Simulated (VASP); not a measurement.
**In2S: relaxation of cell and atoms with PBE**

The system is In2S.

```xyz
3
Lattice="3.9431 0.0000 0.0000 0.0000 3.9431 0.0000 0.0000 0.0000 5.4350" Properties=species:S:1:pos:R:3 pbc="T T T"
In    1.9715    0.0000    3.5933
In    0.0000    1.9715    1.8416
S     0.0000    0.0000    0.0000
```

- Program: VASP 6.6.1
- Task: relaxation of cell and atoms
- Functional: PBE
- Potentials or basis: VASP PAW PBE potentials, release 64 (In_d, S)
- Cutoff: 600 eV
- k mesh: 12 × 12 × 8
- Occupations: gaussian, width 0.1 eV
- Spin: no spin polarisation
- Dipole correction: no
- Further INCAR settings: ALGO = Normal; EDIFF = 1e-06; IBRION = 2; EDIFFG = -0.01; NSW = 100; ISIF = 3

```
Relaxed volume                         : 28.20 Å³/atom
Relaxed cell                           : a = 3.944 Å, b = 3.944 Å, c = 5.438 Å, α = 90.00°, β = 90.00°, γ = 90.00°
Space group after relaxing (to 0.05 Å) : P-4m2 (No. 115)
Energy gained by relaxing              : 0.0 meV/atom
Ionic steps                            : 2
Pressure after relaxing                : 0.0 GPa
Largest force after relaxing           : 0.009 eV/Å
Band gap on the k mesh                 : zero (band 16 reaches 6.71 eV, above the bottom of band 17 at 3.81 eV)
```

Forces in eV/Å, atoms in the order of the input:
```
In   0.000  0.000  0.009
In   0.000  0.000 -0.009
S    0.000  0.000  0.000
```

Final structure:
```yaml
crystal:
  lattice:
    - [3.94444, 0.00000, 0.00000]
    - [0.00000, 3.94444, 0.00000]
    - [0.00000, 0.00000, 5.43811]
  atoms:
    - { symbol: In, position: [0.50000, 0.00000, 0.66120] }
    - { symbol: In, position: [0.00000, 0.50000, 0.33880] }
    - { symbol: S, position: [0.00000, 0.00000, 0.00000] }
```

Levels at points of the mesh, in eV from the Fermi level:
```csv
k point,band 12,band 13,band 14,band 15,band 16,band 17,band 18,band 19,band 20
"(0.00, 0.00, 0.00)",-6.36,-5.27,-2.40,-2.40,1.49,2.10,3.66,3.66,4.84
"(0.50, 0.00, 0.00)",-6.22,-4.46,-3.44,-2.01,-1.94,0.47,3.49,4.41,5.61
"(0.50, 0.50, 0.00)",-5.14,-5.14,-3.25,-1.69,-0.79,-0.79,-0.31,3.02,3.02
"(0.00, 0.00, 0.50)",-7.86,-2.16,-2.16,-1.70,-1.37,2.27,2.27,3.33,3.70
"(0.50, 0.00, 0.50)",-5.98,-5.63,-3.88,-1.93,-0.40,1.67,3.10,4.69,4.75
"(0.50, 0.50, 0.50)",-4.91,-4.91,-4.35,-1.91,-1.91,-1.15,1.43,2.67,5.33
```

It took 6.1 min on 1 thread of Oxide Virtual Turin-like Processor, on a shared host, peak memory 0.37 GiB.

Caveat: spin-orbit coupling is left out, which moves the levels of the heavy elements.
